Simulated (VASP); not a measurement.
# Mg (P6_3/mmc) in VASP: single point with PBE

Aim: the single point of Mg with PBE.

Everything below comes from runs of VASP 6.6.1. Logs are shortened: lines on timing, memory, paths and dates and some standing lists are left out, and cuts for length are marked.

## Step 1: The cell of the first run

Symmetry: P6_3/mmc, No. 194, hexagonal system. The conventional cell has a = 3.272 Å, b = 3.272 Å, c = 5.235 Å, α = 90.00°, β = 90.00°, γ = 120.00°. Within 4.2 Å of Mg (site symmetry -6m2) lie 12 Mg at 3.23 to 3.27 Å.

## Step 2: Single point, PBE (strained)

Contents of INCAR:

```
  ALGO = Normal
  EDIFF = 1E-7
  ENCUT = 520
  GGA = PE
  ISIF = 2
  ISMEAR = 0
  LASPH = T
  LCHARG = F
  LREAL = F
  LWAVE = F
  NBANDS = 9
  NELM = 100
  PREC = Accurate
  SIGMA = 0.1
```

Contents of KPOINTS:

```
k-points
0
Gamma
  15 15 8
```

Contents of POSCAR:

```
Mg
1.0
    3.2724941817      0.0000000000      0.0000000000
   -1.6362470908      2.8340630951      0.0000000000
    0.0000000000      0.0000000000      5.2348185510
Mg
2
Direct
    0.3333333333      0.6666666667      0.2500000000
    0.6666666667      0.3333333333      0.7500000000
```

Potentials or basis: VASP PAW PBE potentials, release 64 (Mg).

Run with:

```
cat potpaw_PBE.64/Mg/POTCAR > POTCAR
mpirun -np 1 vasp_std > vasp.out
```

OUTCAR:

```text
EDIFF = 1E-7
   ENCUT = 520
   GGA = PE
   ISIF = 2
   ISMEAR = 0
   LASPH = T
   LREAL = F
   NELM = 100
   PREC = Accurate

 ion  position               nearest neighbor table
   1  0.333  0.667  0.250-   2 3.23   2 3.23   2 3.23   2 3.23   2 3.23   2 3.23
   2  0.667  0.333  0.750-   1 3.23   1 3.23   1 3.23   1 3.23   1 3.23   1 3.23

  LATTYP: Found a hexagonal cell.
 ALAT       =     3.2724941817
 C/A-ratio  =     1.5996418207

  Lattice vectors:

 A1 = (   3.2724941817,   0.0000000000,   0.0000000000)
 A2 = (  -1.6362470908,   2.8340630951,   0.0000000000)
 A3 = (   0.0000000000,   0.0000000000,   5.2348185510)

Analysis of symmetry for initial positions (statically):
=====================================================================
 Subroutine PRICEL returns:
 Original cell was already a primitive cell.

 Routine SETGRP: Setting up the symmetry group for a
 hexagonal supercell.

 Subroutine GETGRP returns: Found 24 space group operations
 (whereof 12 operations were pure point group operations)
 out of a pool of 24 trial point group operations.

The static configuration has the point symmetry D_3d.
 The point group associated with its full space group is D_6h.

Analysis of symmetry for dynamics (positions and initial velocities):
=====================================================================
 Subroutine PRICEL returns:
 Original cell was already a primitive cell.

 Routine SETGRP: Setting up the symmetry group for a
 hexagonal supercell.

 Subroutine GETGRP returns: Found 24 space group operations
 (whereof 12 operations were pure point group operations)
 out of a pool of 24 trial point group operations.

The dynamic configuration has the point symmetry D_3d.
 The point group associated with its full space group is D_6h.

 Subroutine INISYM returns: Found 24 space group operations
 (whereof 12 operations are pure point group operations),
 and found     1 'primitive' translations

----------------------------------------------------------------------------------------

                                     Primitive cell

  volume of cell :      48.5501

  direct lattice vectors                    reciprocal lattice vectors
     3.272494182  0.000000000  0.000000000     0.305577319  0.176425148  0.000000000
    -1.636247091  2.834063095  0.000000000     0.000000000  0.352850295  0.000000000
     0.000000000  0.000000000  5.234818551     0.000000000  0.000000000  0.191028589

  length of vectors
     3.272494182  3.272494182  5.234818551     0.352850295  0.352850295  0.191028589

  position of ions in fractional coordinates (direct lattice)
     0.333333333  0.666666667  0.250000000
     0.666666667  0.333333333  0.750000000

  ion indices of the primitive-cell ions
   primitive index   ion index
                 1           1
                 2           2

----------------------------------------------------------------------------------------

 KPOINTS: k-points

Automatic generation of k-mesh.
 Grid dimensions read from file:
 generate k-points for:   15   15    8

 Generating k-lattice:

  Cartesian coordinates                     Fractional coordinates (reciprocal lattice)
     0.020371821  0.011761677  0.000000000     0.066666667  0.000000000  0.000000000
     0.000000000  0.023523353  0.000000000     0.000000000  0.066666667  0.000000000
     0.000000000  0.000000000  0.023878574     0.000000000  0.000000000  0.125000000

  Length of vectors
     0.023523353  0.023523353  0.023878574

  Shift w.r.t. Gamma in fractional coordinates (k-lattice)
     0.000000000  0.000000000  0.000000000

 Subroutine IBZKPT returns following result:
 ===========================================

 Found    135 irreducible k-points:

 Following reciprocal coordinates:
            Coordinates               Weight
  0.000000  0.000000  0.000000      1.000000
  0.066667  0.000000  0.000000      6.000000
  0.133333  0.000000  0.000000      6.000000
  0.200000  0.000000  0.000000      6.000000
  0.266667  0.000000  0.000000      6.000000
  0.333333  0.000000  0.000000      6.000000
[... 16 lines left out ...]
  0.333333  0.200000  0.000000     12.000000
  0.400000  0.200000  0.000000      6.000000
 [... further k-points ...]
   k-points           NKPTS =    135   k-points in BZ     NKDIM =    135   number of bands    NBANDS=      9
   number of dos      NEDOS =    301   number of ions     NIONS =      2
   total plane-waves  NPLWV =  23040
   dimension x,y,z NGX =    24 NGY =   24 NGZ =   40
   dimension x,y,z NGXF=    48 NGYF=   48 NGZF=   80
   ions per type =               2
   NGX,Y,Z   is equivalent  to a cutoff of  12.19, 12.19, 12.70 a.u.
   NGXF,Y,Z  is equivalent  to a cutoff of  24.38, 24.38, 25.41 a.u.
 SYSTEM =  unknown system
   PREC   = accura    normal or accurate (medium, high low for compatibility)
   ISTART =      0    job   : 0-new  1-cont  2-samecut
   ICHARG =      2    charge: 1-file 2-atom 10-const
   ISPIN  =      1    spin polarized calculation?
   LNONCOLLINEAR =      F non collinear calculations
   LSORBIT =      F    spin-orbit coupling
   LASPH  =      T    aspherical Exc in radial PAW
   ENCUT  =  520.0 eV  38.22 Ry    6.18 a.u.   6.08  6.08  9.73*2*pi/ulx,y,z
   NELM   =    100;   NELMIN=  2; NELMDL= -5     # of ELM steps
   EDIFF  = 0.1E-06   stopping-criterion for ELM
   LREAL  =      F    real-space projection
   EDIFFG = 0.1E-05   stopping-criterion for IOM
   NSW    =      0    number of steps for IOM
   IBRION =     -1    ionic relax: 0-MD 1-quasi-New 2-CG
   NFREE  =      0    steps in history (QN), initial steepest desc. (CG)
   ISIF   =      2    stress and relaxation
   ISYM   =      2    0-nonsym 1-usesym 2-fastsym
   POTIM  = 0.5000    time-step for ionic-motion
   TEBEG  =    0.0;   TEEND  =   0.0 temperature during run
   PSTRESS=    0.0 pullay stress
   NELECT =       4.0000    total number of electrons
   NUPDOWN=      -1.0000    fix difference up-down
   EMIN   =  10.00;   EMAX   =-10.00  energy-range for DOS
   EFERMI =   0.00;   METHOD = LEGACY
   ISMEAR =     0;   SIGMA  =   0.10  broadening in eV -4-tet -1-fermi 0-gaus
   EFERMI_NEDOS =   21; number of points for ismear=-14 and -15
   IALGO  =     38    algorithm
   IMIX   =      4    mixing-type and parameters
     AMIX     =   0.40;   BMIX     =  1.00
     AMIX_MAG =   1.60;   BMIX_MAG =  1.00
  volume/ion in A,a.u.               =      24.28       163.82
  Fermi-wavevector in a.u.,A,eV,Ry     =   0.712358  1.346161  6.904325  0.507454
  Thomas-Fermi vector in A             =   1.799712
   LORBIT       =      0    0 simple, 1 ext, 2 COOP (PROOUT), +10 PAW based schemes
   GGA     = PE    functional components
   LHFCALC =     F    Hartree Fock is set to
   AEXX    =    0.0000 exact exchange contribution
   IVDW    =     0    specifies the selected vdW correction
   LEPSILON=     F    determine dielectric tensor
   LRPA    =     F    only Hartree local field effects (RPA)
 non-spin polarized calculation
 Gauss-broadening in eV      SIGMA  =   0.10
  energy-cutoff  :      520.00
  volume of cell :       48.55
 maximum number of plane-waves:      1332
   NGX = 13   NGY = 13   NGZ = 19

 number of electron       4.0000000 magnetization

 Free energy of the ion-electron system (eV)
  ---------------------------------------------------
  ext. energy  EPLUGINS =         0.00000000
  ---------------------------------------------------
  free energy    TOTEN  =        -2.99702057 eV

  energy without entropy =       -2.99180757  energy(sigma->0) =       -2.99441407

 E-fermi :   2.3465     XC(G=0):  -8.3201

 val. band max:        2.3124905309   @ k =   0.3333   0.3333   0.3750
 cond. band min:       2.3538818971   @ k =   0.3333   0.1333   0.1250
 fundamental gap:      0.0413913662
 Fermi energy:         2.3464874719

 k-point     1 :       0.0000    0.0000    0.0000
  band No.  band energies     occupation
      1      -4.3459      2.00000
      2       0.8303      2.00000
      3       1.2387      2.00000
      4      12.7831      0.00000
      5      12.7831      0.00000
      6      12.8160      0.00000
      7      12.8160      0.00000
      8      13.9200      0.00000
      9      15.1053      0.00000

 k-point     2 :       0.0667    0.0000    0.0000
  band No.  band energies     occupation
      1      -4.2624      2.00000
      2       0.9069      2.00000
      3       1.3202      2.00000
      4      11.0723      0.00000
      5      11.8036      0.00000
      6      12.6325      0.00000
      7      13.9267      0.00000
      8      14.7131      0.00000
      9      15.6419      0.00000

 k-point     3 :       0.1333    0.0000    0.0000
  band No.  band energies     occupation
      1      -4.0125      2.00000
      2       1.1367      2.00000
      3       1.5630      2.00000
      4       9.1093      0.00000
      5      10.9495      0.00000
      6      11.7595      0.00000
      7      13.7674      0.00000
      8      14.3202      0.00000
      9      15.0674      0.00000

 k-point     4 :       0.2000    0.0000    0.0000
  band No.  band energies     occupation
      1      -3.5973      2.00000
      2       1.5198      2.00000
      3       1.9608      2.00000
      4       7.2309      0.00000
      5      10.2388      0.00000
      6      10.8363      0.00000
      7      11.9068      0.00000
      8      12.9405      0.00000
      9      14.7978      0.00000

 k-point     5 :       0.2667    0.0000    0.0000
  band No.  band energies     occupation
      1      -3.0188      2.00000
      2       2.0565      1.99996
      3       2.4925      0.03895
      4       5.4960      0.00000
      5       9.6713      0.00000
      6       9.8478      0.00000
      7      10.1571      0.00000
      8      11.7285      0.00000
      9      14.1743      0.00000

 k-point     6 :       0.3333    0.0000    0.0000
  band No.  band energies     occupation
      1      -2.2799      2.00000
      2       2.7465      0.00000
      3       2.9780      0.00000
      4       4.0914      0.00000
      5       8.5464      0.00000
      6       8.7226      0.00000
      7       9.2466      0.00000
      8      10.8783      0.00000
      9      13.7002      0.00000
[... 169 lines left out ...]
 k-point    21 :       0.2000    0.2000    0.0000
  band No.  band energies     occupation
      1      -2.1164      2.00000
      2       2.9000      0.00000
      3       3.2372      0.00000
      4       5.0107      0.00000
      5       5.4339      0.00000
      6       9.5378      0.00000
      7      10.2458      0.00000
      8      10.2931      0.00000
      9      11.0753      0.00000

 k-point    22 :       0.2667    0.2000    0.0000
  band No.  band energies     occupation
      1      -1.3033      2.00000
      2       3.2354      0.00000
      3       3.6660      0.00000
      4       4.1450      0.00000
      5       5.1287      0.00000
      6       8.2574      0.00000
      7       9.1176      0.00000
      8       9.5982      0.00000
      9      10.4770      0.00000

 k-point    23 :       0.3333    0.2000    0.0000
  band No.  band energies     occupation
      1      -0.3370      2.00000
      2       2.0153      2.00000
      3       4.1830      0.00000
      4       4.5791      0.00000
      5       5.5278      0.00000
      6       6.9199      0.00000
      7       7.9073      0.00000
      8       9.3228      0.00000
      9      10.2128      0.00000

 k-point    24 :       0.4000    0.2000    0.0000
  band No.  band energies     occupation
      1       0.7533      2.00000
      2       0.7976      2.00000
      3       4.1741      0.00000
      4       5.4562      0.00000
      5       5.8953      0.00000
      6       6.0513      0.00000
      7       7.1707      0.00000
      8       9.2366      0.00000
      9      10.1300      0.00000

 [... further k-points ...]
[... 5 lines left out ...]
  --------------------------------------------------------------------------------------
  -------------------------------------------------------------------------------------
  Total       -0.5862219     -0.5862219     -0.5881745     -0.0000000      0.0000000      0.0000000
  in kB      -19.3456167    -19.3456167    -19.4100528     -0.0000000      0.0000000      0.0000000
  external PRESSURE =     -19.3670954 kB  Pullay stress =       0.0000000 kB

 VOLUME and BASIS-vectors are now :
 -----------------------------------------------------------------------------
  energy-cutoff  :      520.00
  volume of cell :       48.55
      direct lattice vectors                 reciprocal lattice vectors
     3.272494182  0.000000000  0.000000000     0.305577319  0.176425148  0.000000000
    -1.636247091  2.834063095  0.000000000     0.000000000  0.352850295  0.000000000
     0.000000000  0.000000000  5.234818551     0.000000000  0.000000000  0.191028589

 POSITION                                       TOTAL-FORCE (eV/Angst)
 -----------------------------------------------------------------------------------
     -0.00000      1.88938      1.30870         0.000000      0.000000      0.000000
      1.63625      0.94469      3.92611         0.000000     -0.000000      0.000000
 -----------------------------------------------------------------------------------
    total drift:                                0.000000     -0.000000      0.000000

  FREE ENERGIE OF THE ION-ELECTRON SYSTEM (eV)
  ---------------------------------------------------
  free  energy   TOTEN  =        -2.9970205680 eV

  energy  without entropy=       -2.9918075688  energy(sigma->0) =       -2.99441407
```

It took 11 s on 1 thread of Intel Xeon 6975P-C (Granite Rapids), shared host; peak memory 0.19 GiB.

What came out:

| Property | Result |
| --- | --- |
| Free energy | -2.9970 eV |
| Pressure | -1.9 GPa |
| Band gap on the k mesh | zero (bands 2 and 3 overlap by 2.00 eV) |

Caveat: the cell differs from its parent crystal (strained).
